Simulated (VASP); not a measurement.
Here is a VASP 6.6.1 calculation.

File INCAR:

```
SYSTEM = Mg5O
PREC = Accurate
ENCUT = 520
EDIFF = 1E-6
ISMEAR = 0
SIGMA = 0.1
LREAL = .FALSE.
LASPH = .TRUE.
NELM = 100
ALGO = Normal
ISIF = 2
LWAVE = .FALSE.
LCHARG = .FALSE.
GGA = PE
NBANDS = 17
```

Contents of KPOINTS:

```
Automatic mesh
0
G
  6 6 2
  0 0 0
```

File POSCAR:

```
Mg5O
1.0
    3.1188116504      0.0000000000      0.0000000000
   -1.5594058252      2.7009701189      0.0000000000
    0.0000000000      0.0000000000     13.0036721637
Mg O
5 1
Direct
    0.6666666667      0.3333333333      0.1015196534
    0.0000000000      0.0000000000      0.2997336563
    0.6666666667      0.3333333333      0.5000000000
    0.0000000000      0.0000000000      0.7002663437
    0.6666666667      0.3333333333      0.8984803466
    0.0000000000      0.0000000000      0.0000000000
```

Potentials or basis: VASP PAW PBE potentials, release 64 (Mg, O).

The run is started by

```sh
$ cat potpaw_PBE.64/Mg/POTCAR potpaw_PBE.64/O/POTCAR > POTCAR
$ mpirun -np 1 vasp_std > vasp.out
```

Estimate the band gap on the k mesh.

zero (bands 8 and 9 overlap by 1.56 eV).

Predict the pressure.

-0.3 GPa.

Predict the largest force.

0.009 eV/Å.

Forces in eV/Å, atoms in the order of the input:
```
Mg   0.000  0.000  0.009
Mg   0.000  0.000 -0.003
Mg   0.000  0.000  0.000
Mg   0.000  0.000  0.003
Mg   0.000  0.000 -0.009
O    0.000  0.000  0.000
```

Caveat: the k points lie up to 0.39 Å⁻¹ apart, too coarse for converged energies and pressures of a metal.
